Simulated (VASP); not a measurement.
Write the native input for VASP 6.6.1 that does the following.

```
Task                   : single point
Functional             : r2SCAN
Potentials or basis    : VASP PAW PBE potentials, release 64 (Ge_d)
Cutoff                 : 520 eV
k mesh                 : 8 × 8 × 8
Occupations            : fermi-dirac, width 0.05 eV
Spin                   : no spin polarisation
Dipole correction      : no
Further INCAR settings : ALGO = Normal; EDIFF = 1e-06; NBANDS = 21
```

The system is Ge.

```
CELL_PARAMETERS angstrom
0.00000 2.83682 2.83682
2.83682 0.00000 2.83682
2.83682 2.83682 0.00000
ATOMIC_POSITIONS crystal
Ge 0.00000 0.00000 0.00000
Ge 0.25000 0.25000 0.25000
```

These files were run (other wordings do the same):

POSCAR

```
Ge
1.0
    0.0000000000      2.8368197504      2.8368197504
    2.8368197504      0.0000000000      2.8368197504
    2.8368197504      2.8368197504      0.0000000000
Ge
2
Direct
    0.0000000000      0.0000000000      0.0000000000
    0.2500000000      0.2500000000      0.2500000000
```

INCAR.step1

```
PREC = Accurate
ENCUT = 520
ISMEAR = -1
SIGMA = 0.05
LREAL = False
LASPH = True
NELM = 80
NBANDS = 21
GGA = PE
ALGO = Normal
EDIFF = 1E-4
LWAVE = True
LCHARG = False
```

INCAR.step2

```
PREC = Accurate
ENCUT = 520
EDIFF = 1E-6
ISMEAR = -1
SIGMA = 0.05
LREAL = False
LASPH = True
NELM = 80
ALGO = Normal
ISIF = 2
LWAVE = False
LCHARG = False
METAGGA = R2SCAN
LMIXTAU = True
NBANDS = 21
ISTART = 1
```

KPOINTS

```
regular mesh
0
Gamma
  8 8 8
```

Potentials or basis: VASP PAW PBE potentials, release 64 (Ge_d).

Run with:

```sh
$ cat potpaw_PBE.64/Ge_d/POTCAR > POTCAR
$ cp INCAR.step1 INCAR
$ mpirun -np 1 vasp_std > vasp.out
$ cp INCAR.step2 INCAR
$ mpirun -np 1 vasp_std > vasp.out
```

Results of the run:

The pressure is 0.1 GPa. The band gap on the k mesh is 0.32 eV, direct.

Caveat: the PAW data sets were made with another functional, which shifts forces and pressure a little.

It took 86 s on 1 thread of Intel(R) Xeon(R) Platinum 8488C (Sapphire Rapids), on a shared host, peak memory 0.18 GiB.
